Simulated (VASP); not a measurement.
Here is a VASP 6.6.1 calculation.

File POSCAR:

```
BN
1.0
    0.0000000000      2.0259369301      1.4323374096
    2.0259369301      0.0000000000      1.4323374096
    2.0259369301      2.0259369301      0.0000000000
B N
1 1
Direct
    0.0000000000      0.0000000000      0.0000000000
    0.7500000000      0.7500000000      0.7500000000
```

File INCAR.step1:

```
PREC = Accurate
ENCUT = 1460
ISMEAR = 0
SIGMA = 0.05
LREAL = F
LASPH = T
NELM = 120
NBANDS = 11
GGA = PE
ALGO = Normal
EDIFF = 1E-5
LWAVE = T
LCHARG = F
GGA_COMPAT = F
```

The input INCAR.step2:

```
PREC = Accurate
ENCUT = 1460
EDIFF = 1E-6
ISMEAR = 0
SIGMA = 0.05
LREAL = F
LASPH = T
NELM = 120
ALGO = Normal
ISIF = 2
LWAVE = F
LCHARG = F
METAGGA = R2SCAN
LMIXTAU = T
NBANDS = 11
ISTART = 1
GGA_COMPAT = F
```

File KPOINTS:

```
regular mesh
0
Gamma
  12 12 12
```

Potentials or basis: VASP PAW PBE potentials, release 64 (B_h, N_h).

The run is started by

```bash
$ cat potpaw_PBE.64/B_h/POTCAR potpaw_PBE.64/N_h/POTCAR > POTCAR
$ cp INCAR.step1 INCAR
$ mpirun -np 1 vasp_std > vasp.out
$ cp INCAR.step2 INCAR
$ mpirun -np 1 vasp_std > vasp.out
```

Estimate the pressure.

-3.9 GPa.

Predict the band gap on the k mesh.

1.29 eV (least direct gap 6.68 eV).

Stress tensor (GPa, compression positive):
```
-51.09   0.00   0.00
  0.00 -51.09   0.00
  0.00   0.00  90.35
```

Caveat: the stress differs along the axes, from -51 to 90 GPa; the PAW data sets were made with another functional, which shifts forces and pressure a little. A k mesh can miss the band edges.
